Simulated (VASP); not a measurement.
# Fe (Im-3m) in VASP: single point with PBE

Aim: the single point of Fe with PBE.

Everything below comes from runs of VASP 6.6.1. Logs are shortened: lines on timing, memory, paths and dates and some standing lists are left out, and cuts for length are marked.

### Step 1. The cell of the first run

The structure is cubic, space group Im-3m (No. 229). Conventional cell: a = 2.832 Å, b = 2.832 Å, c = 2.832 Å, α = 90.00°, β = 90.00°, γ = 90.00°. Within 3.2 Å of Fe (site symmetry m-3m) lie 14 Fe at 2.45 to 2.83 Å.

### Step 2. Single point, PBE, collinear spin, ferromagnetic start

File INCAR:

```
PREC = Accurate ; ENCUT = 520
EDIFF = 1E-6 ; ISMEAR = 0
SIGMA = 0.1 ; LREAL = False
LASPH = True ; NELM = 150
ALGO = Normal ; ISIF = 2
LWAVE = False ; LCHARG = True
ISPIN = 2 ; MAGMOM = 2.66
LORBIT = 11 ; LMAXMIX = 4
GGA = PE ; LELF = True
LVHAR = True ; NBANDS = 14
```

File KPOINTS:

```
regular mesh
0
Gamma
  20 20 20
```

File POSCAR:

```
Fe
1.0
   -1.4157898492      1.4157898492      1.4157898492
    1.4157898492     -1.4157898492      1.4157898492
    1.4157898492      1.4157898492     -1.4157898492
Fe
1
Direct
    0.0000000000      0.0000000000      0.0000000000
```

Potentials or basis: VASP PAW PBE potentials, release 64 (Fe).

Started as:

```
> cat potpaw_PBE.64/Fe/POTCAR > POTCAR
> mpirun -np 1 vasp_std > vasp.out
```

OUTCAR:

```text
PREC = Accurate
   ENCUT = 520
   EDIFF = 1E-6
   ISMEAR = 0
   LREAL = False
   LASPH = True
   NELM = 150
   ISIF = 2
   ISPIN = 2
   LORBIT = 11
   GGA = PE

 ion  position               nearest neighbor table
   1  0.000  0.000  0.000-

  LATTYP: Found a body centered cubic cell.
 ALAT       =     2.8315796984

  Lattice vectors:

 A1 = (  -1.4157898492,   1.4157898492,   1.4157898492)
 A2 = (   1.4157898492,  -1.4157898492,   1.4157898492)
 A3 = (   1.4157898492,   1.4157898492,  -1.4157898492)

Analysis of symmetry for initial positions (statically):
=====================================================================
 Subroutine PRICEL returns:
 Original cell was already a primitive cell.

 Routine SETGRP: Setting up the symmetry group for a
 body centered cubic supercell.

 Subroutine GETGRP returns: Found 48 space group operations
 (whereof 48 operations were pure point group operations)
 out of a pool of 48 trial point group operations.

The static configuration has the point symmetry O_h .

Analysis of symmetry for dynamics (positions and initial velocities):
=====================================================================
 Subroutine PRICEL returns:
 Original cell was already a primitive cell.

 Routine SETGRP: Setting up the symmetry group for a
 body centered cubic supercell.

 Subroutine GETGRP returns: Found 48 space group operations
 (whereof 48 operations were pure point group operations)
 out of a pool of 48 trial point group operations.

The dynamic configuration has the point symmetry O_h .

Analysis of structural, dynamic, and magnetic symmetry:
=====================================================================
 Subroutine PRICEL returns:
 Original cell was already a primitive cell.

 Routine SETGRP: Setting up the symmetry group for a
 body centered cubic supercell.

 Subroutine GETGRP returns: Found 48 space group operations
 (whereof 48 operations were pure point group operations)
 out of a pool of 48 trial point group operations.

The overall configuration has the point symmetry O_h .

 Subroutine INISYM returns: Found 48 space group operations
 (whereof 48 operations are pure point group operations),
 and found     1 'primitive' translations

----------------------------------------------------------------------------------------

                                     Primitive cell

  volume of cell :      11.3516

  direct lattice vectors                    reciprocal lattice vectors
    -1.415789849  1.415789849  1.415789849     0.000000000  0.353159758  0.353159758
     1.415789849 -1.415789849  1.415789849     0.353159758  0.000000000  0.353159758
     1.415789849  1.415789849 -1.415789849     0.353159758  0.353159758  0.000000000

  length of vectors
     2.452219952  2.452219952  2.452219952     0.499443319  0.499443319  0.499443319

  position of ions in fractional coordinates (direct lattice)
     0.000000000  0.000000000  0.000000000

  ion indices of the primitive-cell ions
   primitive index   ion index
                 1           1

----------------------------------------------------------------------------------------

 KPOINTS: regular mesh

Automatic generation of k-mesh.
 Grid dimensions read from file:
 generate k-points for:   20   20   20

 Generating k-lattice:

  Cartesian coordinates                     Fractional coordinates (reciprocal lattice)
     0.000000000  0.017657988  0.017657988     0.050000000  0.000000000  0.000000000
     0.017657988  0.000000000  0.017657988     0.000000000  0.050000000  0.000000000
     0.017657988  0.017657988  0.000000000     0.000000000  0.000000000  0.050000000

  Length of vectors
     0.024972166  0.024972166  0.024972166

  Shift w.r.t. Gamma in fractional coordinates (k-lattice)
     0.000000000  0.000000000  0.000000000

 Subroutine IBZKPT returns following result:
 ===========================================

 Found    256 irreducible k-points:

 Following reciprocal coordinates:
            Coordinates               Weight
  0.000000  0.000000  0.000000      1.000000
  0.050000  0.000000  0.000000     12.000000
  0.100000  0.000000  0.000000     12.000000
  0.150000  0.000000  0.000000     12.000000
  0.200000  0.000000  0.000000     12.000000
  0.250000  0.000000  0.000000     12.000000
[... 16 lines left out ...]
  0.200000  0.100000  0.000000     48.000000
  0.250000  0.100000  0.000000     48.000000
 [... further k-points ...]
   k-points           NKPTS =    256   k-points in BZ     NKDIM =    256   number of bands    NBANDS=     14
   number of dos      NEDOS =    301   number of ions     NIONS =      1
   total plane-waves  NPLWV =   5832
   dimension x,y,z NGX =    18 NGY =   18 NGZ =   18
   dimension x,y,z NGXF=    36 NGYF=   36 NGZF=   36
   ions per type =               1
   NGX,Y,Z   is equivalent  to a cutoff of  12.20, 12.20, 12.20 a.u.
   NGXF,Y,Z  is equivalent  to a cutoff of  24.41, 24.41, 24.41 a.u.
 SYSTEM =  unknown system
   PREC   = accura    normal or accurate (medium, high low for compatibility)
   ISTART =      0    job   : 0-new  1-cont  2-samecut
   ICHARG =      2    charge: 1-file 2-atom 10-const
   ISPIN  =      2    spin polarized calculation?
   LNONCOLLINEAR =      F non collinear calculations
   LSORBIT =      F    spin-orbit coupling
   LASPH  =      T    aspherical Exc in radial PAW
   ENCUT  =  520.0 eV  38.22 Ry    6.18 a.u.   4.56  4.56  4.56*2*pi/ulx,y,z
   NELM   =    150;   NELMIN=  2; NELMDL= -5     # of ELM steps
   EDIFF  = 0.1E-05   stopping-criterion for ELM
   LREAL  =      F    real-space projection
   EDIFFG = 0.1E-04   stopping-criterion for IOM
   NSW    =      0    number of steps for IOM
   IBRION =     -1    ionic relax: 0-MD 1-quasi-New 2-CG
   NFREE  =      0    steps in history (QN), initial steepest desc. (CG)
   ISIF   =      2    stress and relaxation
   ISYM   =      2    0-nonsym 1-usesym 2-fastsym
   POTIM  = 0.5000    time-step for ionic-motion
   TEBEG  =    0.0;   TEEND  =   0.0 temperature during run
   PSTRESS=    0.0 pullay stress
   NELECT =       8.0000    total number of electrons
   NUPDOWN=      -1.0000    fix difference up-down
   EMIN   =  10.00;   EMAX   =-10.00  energy-range for DOS
   EFERMI =   0.00;   METHOD = LEGACY
   ISMEAR =     0;   SIGMA  =   0.10  broadening in eV -4-tet -1-fermi 0-gaus
   EFERMI_NEDOS =   21; number of points for ismear=-14 and -15
   IALGO  =     38    algorithm
   IMIX   =      4    mixing-type and parameters
     AMIX     =   0.40;   BMIX     =  1.00
     AMIX_MAG =   1.60;   BMIX_MAG =  1.00
  volume/ion in A,a.u.               =      11.35        76.60
  Fermi-wavevector in a.u.,A,eV,Ry     =   1.456865  2.753076 28.877770  2.122456
  Thomas-Fermi vector in A             =   2.573734
   LORBIT       =     11    0 simple, 1 ext, 2 COOP (PROOUT), +10 PAW based schemes
   GGA     = PE    functional components
   LHFCALC =     F    Hartree Fock is set to
   AEXX    =    0.0000 exact exchange contribution
   IVDW    =     0    specifies the selected vdW correction
   LEPSILON=     F    determine dielectric tensor
   LRPA    =     F    only Hartree local field effects (RPA)
 spin polarized calculation
 Gauss-broadening in eV      SIGMA  =   0.10
  energy-cutoff  :      520.00
  volume of cell :       11.35
 maximum number of plane-waves:       321
   NGX =  9   NGY =  9   NGZ =  9

 number of electron       8.0000009 magnetization       2.1949301

 Free energy of the ion-electron system (eV)
  ---------------------------------------------------
  ext. energy  EPLUGINS =         0.00000000
  ---------------------------------------------------
  free energy    TOTEN  =        -8.24517793 eV

  energy without entropy =       -8.23985128  energy(sigma->0) =       -8.24251460

 E-fermi :   5.8287     XC(G=0): -13.1217

 val. band max:        5.8275372604   @ k =  -0.4500  -0.4500   0.3000
 cond. band min:       5.8309273367   @ k =  -0.4000   0.5000   0.1500
 fundamental gap:      0.0033900763
 Fermi energy:         5.8286582780

 spin component 1

 k-point     1 :       0.0000    0.0000    0.0000
  band No.  band energies     occupation
      1      -2.6059      1.00000
      2       3.5230      1.00000
      3       3.5230      1.00000
      4       3.5230      1.00000
      5       4.7354      1.00000
      6       4.7354      1.00000
      7      30.8621      0.00000
      8      30.8621      0.00000
      9      30.8621      0.00000
     10      35.9512      0.00000
     11      35.9512      0.00000
     12      38.2550      0.00000
     13      38.2550      0.00000
     14      38.2550      0.00000
[... 375 lines left out ...]
 k-point    24 :       0.2500    0.1000    0.0000
  band No.  band energies     occupation
      1       0.5512      1.00000
      2       2.8062      1.00000
      3       3.2633      1.00000
      4       4.5674      1.00000
      5       4.9345      1.00000
      6       5.5404      0.99998
      7      19.5267      0.00000
      8      24.0105      0.00000
      9      27.4922      0.00000
     10      30.9498      0.00000
     11      35.3608      0.00000
     12      36.8466      0.00000
     13      42.5419      0.00000
     14      44.6180      0.00000

 [... further k-points ...]

 spin component 2

 k-point     1 :       0.0000    0.0000    0.0000
  band No.  band energies     occupation
      1      -2.4379      1.00000
      2       5.4370      1.00000
      3       5.4372      1.00000
      4       5.4372      1.00000
      5       7.4923      0.00000
      6       7.4924      0.00000
      7      30.6106      0.00000
      8      30.6106      0.00000
      9      30.6106      0.00000
     10      36.1471      0.00000
     11      36.1471      0.00000
     12      38.9139      0.00000
     13      38.9139      0.00000
     14      38.9140      0.00000
[... 375 lines left out ...]
 k-point    24 :       0.2500    0.1000    0.0000
  band No.  band energies     occupation
      1       0.9867      1.00000
      2       4.5736      1.00000
      3       4.8779      1.00000
      4       7.0857      0.00000
      5       7.5003      0.00000
      6       7.7495      0.00000
      7      20.2784      0.00000
      8      24.4111      0.00000
      9      28.0613      0.00000
     10      31.1729      0.00000
     11      35.8591      0.00000
     12      37.1808      0.00000
     13      42.7688      0.00000
     14      45.0717      0.00000

 [... further k-points ...]
[... 5 lines left out ...]
  --------------------------------------------------------------------------------------
  -------------------------------------------------------------------------------------
  Total       -0.0105472     -0.0105472     -0.0105472      0.0000000      0.0000000     -0.0000000
  in kB       -1.4886527     -1.4886527     -1.4886527      0.0000000      0.0000000     -0.0000000
  external PRESSURE =      -1.4886527 kB  Pullay stress =       0.0000000 kB

 VOLUME and BASIS-vectors are now :
 -----------------------------------------------------------------------------
  energy-cutoff  :      520.00
  volume of cell :       11.35
      direct lattice vectors                 reciprocal lattice vectors
    -1.415789849  1.415789849  1.415789849     0.000000000  0.353159758  0.353159758
     1.415789849 -1.415789849  1.415789849     0.353159758  0.000000000  0.353159758
     1.415789849  1.415789849 -1.415789849     0.353159758  0.353159758  0.000000000

 POSITION                                       TOTAL-FORCE (eV/Angst)
 -----------------------------------------------------------------------------------
      0.00000      0.00000      0.00000         0.000000      0.000000      0.000000
 -----------------------------------------------------------------------------------
    total drift:                                0.000000     -0.000000      0.000000

  FREE ENERGIE OF THE ION-ELECTRON SYSTEM (eV)
  ---------------------------------------------------
  free  energy   TOTEN  =        -8.2451779266 eV

  energy  without entropy=       -8.2398512765  energy(sigma->0) =       -8.24251460

 total charge

# of ion       s       p       d       tot
------------------------------------------
    1        0.488   0.543   6.239   7.269

 magnetization (x)

# of ion       s       p       d       tot
------------------------------------------
    1       -0.013  -0.056   2.261   2.192
```

Run time: 38 s. Hardware: 1 thread of AMD EPYC 9R45 (Zen 5), shared host; peak memory 0.14 GiB.

What came out:

```yaml
Free_energy: -8.2452 eV
Pressure: -0.1 GPa
Net_moment: 2.19 μB per cell
Site_moments: Fe +2.19 μB
Valence_electrons_inside_the_program's_atomic_spheres: Fe 7.27
```
